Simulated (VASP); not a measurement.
# K (Pm-3m) in VASP: further runs

Runs on K. Level: PBE. Tasks: single point, relaxation of cell and atoms.

Everything below comes from runs of VASP 6.6.1. Logs are shortened: lines on timing, memory, paths and dates and some standing lists are left out, and cuts for length are marked.

### 1 The cell of the first run

It takes space group Pm-3m (No. 221, cubic). The conventional cell has a = 4.310 Å, b = 4.310 Å, c = 4.310 Å, α = 90.00°, β = 90.00°, γ = 90.00°. Within 5.7 Å of K (site symmetry m-3m) lie 6 K at 4.31 Å.

This isn't the form of K at room conditions, which is bcc.

### 2 Single point, PBE

Input file INCAR:

```
  PREC = Accurate
  ENCUT = 520
  EDIFF = 1E-7
  ISMEAR = 0
  SIGMA = 0.1
  LREAL = F
  LASPH = T
  NELM = 80
  ALGO = Normal
  ISIF = 2
  LWAVE = F
  LCHARG = T
  GGA = PE
  LELF = T
  LVHAR = T
  NBANDS = 10
```

Input file KPOINTS:

```
Automatic mesh
0
Gamma
  10 10 10
```

Input file POSCAR:

```
K
1.0
    4.3104394900      0.0000000000      0.0000000000
    0.0000000000      4.3104394900      0.0000000000
    0.0000000000      0.0000000000      4.3104394900
K
1
Direct
    0.0000000000      0.0000000000      0.0000000000
```

Potentials or basis: VASP PAW PBE potentials, release 64 (K_sv).

Run with:

```console
$ cat potpaw_PBE.64/K_sv/POTCAR > POTCAR
$ mpirun -np 1 vasp_std > vasp.out
```

OUTCAR:

```text
PREC = Accurate
   ENCUT = 520
   EDIFF = 1E-7
   ISMEAR = 0
   LREAL = F
   LASPH = T
   NELM = 80
   ISIF = 2
   GGA = PE

 ion  position               nearest neighbor table
   1  0.000  0.000  0.000-

  LATTYP: Found a simple cubic cell.
 ALAT       =     4.3104394900

  Lattice vectors:

 A1 = (   4.3104394900,   0.0000000000,   0.0000000000)
 A2 = (   0.0000000000,   4.3104394900,   0.0000000000)
 A3 = (   0.0000000000,   0.0000000000,   4.3104394900)

Analysis of symmetry for initial positions (statically):
=====================================================================
 Subroutine PRICEL returns:
 Original cell was already a primitive cell.

 Routine SETGRP: Setting up the symmetry group for a
 simple cubic supercell.

 Subroutine GETGRP returns: Found 48 space group operations
 (whereof 48 operations were pure point group operations)
 out of a pool of 48 trial point group operations.

The static configuration has the point symmetry O_h .

Analysis of symmetry for dynamics (positions and initial velocities):
=====================================================================
 Subroutine PRICEL returns:
 Original cell was already a primitive cell.

 Routine SETGRP: Setting up the symmetry group for a
 simple cubic supercell.

 Subroutine GETGRP returns: Found 48 space group operations
 (whereof 48 operations were pure point group operations)
 out of a pool of 48 trial point group operations.

The dynamic configuration has the point symmetry O_h .

 Subroutine INISYM returns: Found 48 space group operations
 (whereof 48 operations are pure point group operations),
 and found     1 'primitive' translations

----------------------------------------------------------------------------------------

                                     Primitive cell

  volume of cell :      80.0875

  direct lattice vectors                    reciprocal lattice vectors
     4.310439490  0.000000000  0.000000000     0.231994905  0.000000000  0.000000000
     0.000000000  4.310439490  0.000000000     0.000000000  0.231994905  0.000000000
     0.000000000  0.000000000  4.310439490     0.000000000  0.000000000  0.231994905

  length of vectors
     4.310439490  4.310439490  4.310439490     0.231994905  0.231994905  0.231994905

  position of ions in fractional coordinates (direct lattice)
     0.000000000  0.000000000  0.000000000

  ion indices of the primitive-cell ions
   primitive index   ion index
                 1           1

----------------------------------------------------------------------------------------

 KPOINTS: Automatic mesh

Automatic generation of k-mesh.
 Grid dimensions read from file:
 generate k-points for:   10   10   10

 Generating k-lattice:

  Cartesian coordinates                     Fractional coordinates (reciprocal lattice)
     0.023199491  0.000000000  0.000000000     0.100000000  0.000000000  0.000000000
     0.000000000  0.023199491  0.000000000     0.000000000  0.100000000  0.000000000
     0.000000000  0.000000000  0.023199491     0.000000000  0.000000000  0.100000000

  Length of vectors
     0.023199491  0.023199491  0.023199491

  Shift w.r.t. Gamma in fractional coordinates (k-lattice)
     0.000000000  0.000000000  0.000000000

 Subroutine IBZKPT returns following result:
 ===========================================

 Found     56 irreducible k-points:

 Following reciprocal coordinates:
            Coordinates               Weight
  0.000000  0.000000  0.000000      1.000000
  0.100000  0.000000  0.000000      6.000000
  0.200000  0.000000  0.000000      6.000000
  0.300000  0.000000  0.000000      6.000000
  0.400000  0.000000  0.000000      6.000000
  0.500000  0.000000  0.000000      3.000000
[... 16 lines left out ...]
  0.200000  0.100000  0.100000     24.000000
  0.300000  0.100000  0.100000     24.000000
 [... further k-points ...]
   k-points           NKPTS =     56   k-points in BZ     NKDIM =     56   number of bands    NBANDS=     10
   number of dos      NEDOS =    301   number of ions     NIONS =      1
   total plane-waves  NPLWV =  32768
   dimension x,y,z NGX =    32 NGY =   32 NGZ =   32
   dimension x,y,z NGXF=    64 NGYF=   64 NGZF=   64
   ions per type =               1
   NGX,Y,Z   is equivalent  to a cutoff of  12.34, 12.34, 12.34 a.u.
   NGXF,Y,Z  is equivalent  to a cutoff of  24.68, 24.68, 24.68 a.u.
 SYSTEM =  unknown system
   PREC   = accura    normal or accurate (medium, high low for compatibility)
   ISTART =      0    job   : 0-new  1-cont  2-samecut
   ICHARG =      2    charge: 1-file 2-atom 10-const
   ISPIN  =      1    spin polarized calculation?
   LNONCOLLINEAR =      F non collinear calculations
   LSORBIT =      F    spin-orbit coupling
   LASPH  =      T    aspherical Exc in radial PAW
   ENCUT  =  520.0 eV  38.22 Ry    6.18 a.u.   8.01  8.01  8.01*2*pi/ulx,y,z
   NELM   =     80;   NELMIN=  2; NELMDL= -5     # of ELM steps
   EDIFF  = 0.1E-06   stopping-criterion for ELM
   LREAL  =      F    real-space projection
   EDIFFG = 0.1E-05   stopping-criterion for IOM
   NSW    =      0    number of steps for IOM
   IBRION =     -1    ionic relax: 0-MD 1-quasi-New 2-CG
   NFREE  =      0    steps in history (QN), initial steepest desc. (CG)
   ISIF   =      2    stress and relaxation
   ISYM   =      2    0-nonsym 1-usesym 2-fastsym
   POTIM  = 0.5000    time-step for ionic-motion
   TEBEG  =    0.0;   TEEND  =   0.0 temperature during run
   PSTRESS=    0.0 pullay stress
   NELECT =       9.0000    total number of electrons
   NUPDOWN=      -1.0000    fix difference up-down
   EMIN   =  10.00;   EMAX   =-10.00  energy-range for DOS
   EFERMI =   0.00;   METHOD = LEGACY
   ISMEAR =     0;   SIGMA  =   0.10  broadening in eV -4-tet -1-fermi 0-gaus
   EFERMI_NEDOS =   21; number of points for ismear=-14 and -15
   IALGO  =     38    algorithm
   IMIX   =      4    mixing-type and parameters
     AMIX     =   0.40;   BMIX     =  1.00
     AMIX_MAG =   1.60;   BMIX_MAG =  1.00
  volume/ion in A,a.u.               =      80.09       540.46
  Fermi-wavevector in a.u.,A,eV,Ry     =   0.790013  1.492908  8.491671  0.624120
  Thomas-Fermi vector in A             =   1.895269
   LORBIT       =      0    0 simple, 1 ext, 2 COOP (PROOUT), +10 PAW based schemes
   GGA     = PE    functional components
   LHFCALC =     F    Hartree Fock is set to
   AEXX    =    0.0000 exact exchange contribution
   IVDW    =     0    specifies the selected vdW correction
   LEPSILON=     F    determine dielectric tensor
   LRPA    =     F    only Hartree local field effects (RPA)
 non-spin polarized calculation
 Gauss-broadening in eV      SIGMA  =   0.10
  energy-cutoff  :      520.00
  volume of cell :       80.09
 maximum number of plane-waves:      2192
   NGX = 17   NGY = 17   NGZ = 17

 number of electron       9.0000003 magnetization

 Free energy of the ion-electron system (eV)
  ---------------------------------------------------
  ext. energy  EPLUGINS =         0.00000000
  ---------------------------------------------------
  free energy    TOTEN  =        -0.94501362 eV

  energy without entropy =       -0.94064816  energy(sigma->0) =       -0.94283089

 E-fermi :  -0.2299     XC(G=0):  -5.4400

 val. band max:       -0.2766636785   @ k =   0.4000   0.2000   0.2000
 cond. band min:      -0.2166117590   @ k =   0.5000   0.1000   0.0000
 fundamental gap:      0.0600519195
 Fermi energy:        -0.2299376234

 k-point     1 :       0.0000    0.0000    0.0000
  band No.  band energies     occupation
      1     -32.6135      2.00000
      2     -16.0551      2.00000
      3     -16.0551      2.00000
      4     -16.0551      2.00000
      5      -2.3183      2.00000
      6       2.6196      0.00000
      7       2.6196      0.00000
      8       5.8677      0.00000
      9       5.8686      0.00000
     10       5.8742      0.00000

 k-point     2 :       0.1000    0.0000    0.0000
  band No.  band energies     occupation
      1     -32.6131      2.00000
      2     -16.0631      2.00000
      3     -16.0544      2.00000
      4     -16.0544      2.00000
      5      -2.2260      2.00000
      6       2.5208      0.00000
      7       2.6660      0.00000
      8       5.4315      0.00000
      9       5.4315      0.00000
     10       5.6769      0.00000

 k-point     3 :       0.2000    0.0000    0.0000
  band No.  band energies     occupation
      1     -32.6121      2.00000
      2     -16.0840      2.00000
      3     -16.0526      2.00000
      4     -16.0526      2.00000
      5      -1.9535      2.00000
      6       2.1323      0.00000
      7       2.7958      0.00000
      8       4.9928      0.00000
      9       4.9928      0.00000
     10       5.3680      0.00000

 k-point     4 :       0.3000    0.0000    0.0000
  band No.  band energies     occupation
      1     -32.6108      2.00000
      2     -16.1097      2.00000
      3     -16.0505      2.00000
      4     -16.0505      2.00000
      5      -1.5138      2.00000
      6       1.4341      0.00000
      7       2.9778      0.00000
      8       4.6553      0.00000
      9       4.6553      0.00000
     10       5.5559      0.00000

 k-point     5 :       0.4000    0.0000    0.0000
  band No.  band energies     occupation
      1     -32.6098      2.00000
      2     -16.1304      2.00000
      3     -16.0487      2.00000
      4     -16.0487      2.00000
      5      -0.9273      2.00000
      6       0.6123      0.00000
      7       3.1489      0.00000
      8       4.4433      0.00000
      9       4.4433      0.00000
     10       5.9967      0.00000

 k-point     6 :       0.5000    0.0000    0.0000
  band No.  band energies     occupation
      1     -32.6094      2.00000
      2     -16.1382      2.00000
      3     -16.0480      2.00000
      4     -16.0480      2.00000
      5      -0.3180      1.78723
      6      -0.0866      0.04265
      7       3.2220      0.00000
      8       4.3711      0.00000
      9       4.3711      0.00000
     10       6.0109      0.00000
[... 183 lines left out ...]
 k-point    21 :       0.5000    0.5000    0.0000
  band No.  band energies     occupation
      1     -32.6054      2.00000
      2     -16.1279      2.00000
      3     -16.1279      2.00000
      4     -16.0413      2.00000
      5       0.8789      0.00000
      6       1.7928      0.00000
      7       1.8742      0.00000
      8       1.8742      0.00000
      9       4.8030      0.00000
     10       4.8030      0.00000

 k-point    22 :       0.1000    0.1000    0.1000
  band No.  band energies     occupation
      1     -32.6123      2.00000
      2     -16.0624      2.00000
      3     -16.0614      2.00000
      4     -16.0614      2.00000
      5      -2.0427      2.00000
      6       2.5682      0.00000
      7       2.5682      0.00000
      8       4.6409      0.00000
      9       5.3421      0.00000
     10       5.3421      0.00000

 k-point    23 :       0.2000    0.1000    0.1000
  band No.  band energies     occupation
      1     -32.6113      2.00000
      2     -16.0825      2.00000
      3     -16.0602      2.00000
      4     -16.0595      2.00000
      5      -1.7733      2.00000
      6       2.2433      0.00000
      7       2.7038      0.00000
      8       4.3047      0.00000
      9       4.8547      0.00000
     10       5.4193      0.00000

 k-point    24 :       0.3000    0.1000    0.1000
  band No.  band energies     occupation
      1     -32.6100      2.00000
      2     -16.1080      2.00000
      3     -16.0579      2.00000
      4     -16.0573      2.00000
      5      -1.3386      2.00000
      6       1.5667      0.00000
      7       2.9077      0.00000
      8       4.2677      0.00000
      9       4.4325      0.00000
     10       5.5071      0.00000

 [... further k-points ...]

------------------------ aborting loop because EDIFF is reached ----------------------------------------

  FORCE on cell =-STRESS in cart. coord.  units (eV):
  Direction    XX          YY          ZZ          XY          YZ          ZX
  --------------------------------------------------------------------------------------
  -------------------------------------------------------------------------------------
  Total       -0.0194787     -0.0194787     -0.0194787     -0.0000000     -0.0000000      0.0000000
  in kB       -0.3896782     -0.3896782     -0.3896782     -0.0000000     -0.0000000      0.0000000
  external PRESSURE =      -0.3896782 kB  Pullay stress =       0.0000000 kB

 VOLUME and BASIS-vectors are now :
 -----------------------------------------------------------------------------
  energy-cutoff  :      520.00
  volume of cell :       80.09
      direct lattice vectors                 reciprocal lattice vectors
     4.310439490  0.000000000  0.000000000     0.231994905  0.000000000  0.000000000
     0.000000000  4.310439490  0.000000000     0.000000000  0.231994905  0.000000000
     0.000000000  0.000000000  4.310439490     0.000000000  0.000000000  0.231994905

 POSITION                                       TOTAL-FORCE (eV/Angst)
 -----------------------------------------------------------------------------------
      0.00000      0.00000      0.00000         0.000000      0.000000      0.000000
 -----------------------------------------------------------------------------------
    total drift:                                0.000000      0.000000      0.000000

  FREE ENERGIE OF THE ION-ELECTRON SYSTEM (eV)
  ---------------------------------------------------
  free  energy   TOTEN  =        -0.9450136238 eV

  energy  without entropy=       -0.9406481613  energy(sigma->0) =       -0.94283089
```

Run time: 30 s. Hardware: 1 thread of Intel Xeon 8259CL, shared host; peak memory 0.19 GiB.

What came out:

* Free energy: -0.9450 eV
* Pressure: 0.0 GPa
* Band gap on the k mesh: zero (an odd number of electrons rules out a gap without spin polarisation)

### 3 Single point, PBE

Input file INCAR:

```
SYSTEM = K
PREC = Accurate
ENCUT = 520
EDIFF = 1E-6
ISMEAR = 0
SIGMA = 0.1
LREAL = .FALSE.
LASPH = .TRUE.
NELM = 80
ALGO = Normal
ISIF = 2
LWAVE = .FALSE.
LCHARG = .TRUE.
GGA = PE
LELF = .TRUE.
LVHAR = .TRUE.
NBANDS = 10
```

Input file KPOINTS:

```
regular mesh
0
G
  10 10 10
  0 0 0
```

POSCAR is that of step 2.

Potentials or basis: VASP PAW PBE potentials, release 64 (K_sv).

Run with:

```console
$ cat potpaw_PBE.64/K_sv/POTCAR > POTCAR
$ mpirun -np 1 vasp_std > vasp.out
```

Run time: 34 s. Hardware: 1 thread of Intel Xeon 8259CL, shared host; peak memory 0.19 GiB.

The run converged. Its results:

* Free energy: -0.9450 eV
* Pressure: 0.0 GPa
* Band gap on the k mesh: zero (an odd number of electrons rules out a gap without spin polarisation)

Levels at points of the mesh, in eV from the Fermi level:
```csv
k point,band 2,band 3,band 4,band 5,band 6,band 7
"(0.00, 0.00, 0.00)",-15.83,-15.83,-15.83,-2.09,2.85,2.85
"(0.50, 0.00, 0.00)",-15.91,-15.82,-15.82,-0.09,0.14,3.45
"(0.50, 0.50, 0.00)",-15.90,-15.90,-15.81,1.11,2.02,2.10
"(0.50, 0.50, 0.50)",-15.89,-15.89,-15.89,2.25,2.25,2.25
```

### 4 Relaxation of cell and atoms, PBE

Input file INCAR:

```
PREC = Accurate
ENCUT = 600
EDIFF = 1E-7
ISMEAR = 0
SIGMA = 0.1
LREAL = False
LASPH = True
NELM = 80
ALGO = Normal
ISIF = 3
LWAVE = False
LCHARG = False
GGA = PE
IBRION = 2
NSW = 100
EDIFFG = -0.005
```

Input file KPOINTS:

```
Automatic mesh
0
Gamma
  10 10 10
```

POSCAR is that of step 3.

Run with:

```console
$ cat potpaw_PBE.64/K_sv/POTCAR > POTCAR
$ mpirun -np 1 vasp_std > vasp.out
```

Run time: 97 s. Hardware: 1 thread of Intel Xeon 8259CL, shared host; peak memory 0.23 GiB.

The run converged. Its results:

```
Free energy                           : -0.9452 eV
Relaxed volume                        : 79.39 Å³/atom
Relaxed cell                          : a = 4.298 Å, b = 4.298 Å, c = 4.298 Å, α = 90.00°, β = 90.00°, γ = 90.00°
Space group after relaxing (to 0.1 Å) : Pm-3m (No. 221)
Energy gained by relaxing             : 0.1 meV/atom
Ionic steps                           : 3
Pressure after relaxing               : 0.0 GPa
Band gap on the k mesh                : zero (an odd number of electrons rules out a gap without spin polarisation)
```

Final structure:
```xyz
1
Lattice="4.2979 0.0000 0.0000 0.0000 4.2979 0.0000 0.0000 0.0000 4.2979" Properties=species:S:1:pos:R:3 pbc="T T T"
K     0.0000    0.0000    0.0000
```

Levels at points of the mesh, in eV from the Fermi level:
```
           k point  band 1  band 2  band 3  band 4  band 5  band 6  band 7  band 8
(0.00, 0.00, 0.00)  -32.38  -15.82  -15.82  -15.82   -2.10    2.85    2.85    6.11
(0.50, 0.00, 0.00)  -32.38  -15.91  -15.81  -15.81   -0.09    0.14    3.46    4.61
(0.50, 0.50, 0.00)  -32.37  -15.90  -15.90  -15.81    1.10    2.04    2.12    2.12
(0.50, 0.50, 0.50)  -32.37  -15.89  -15.89  -15.89    2.25    2.25    2.25    4.22
```
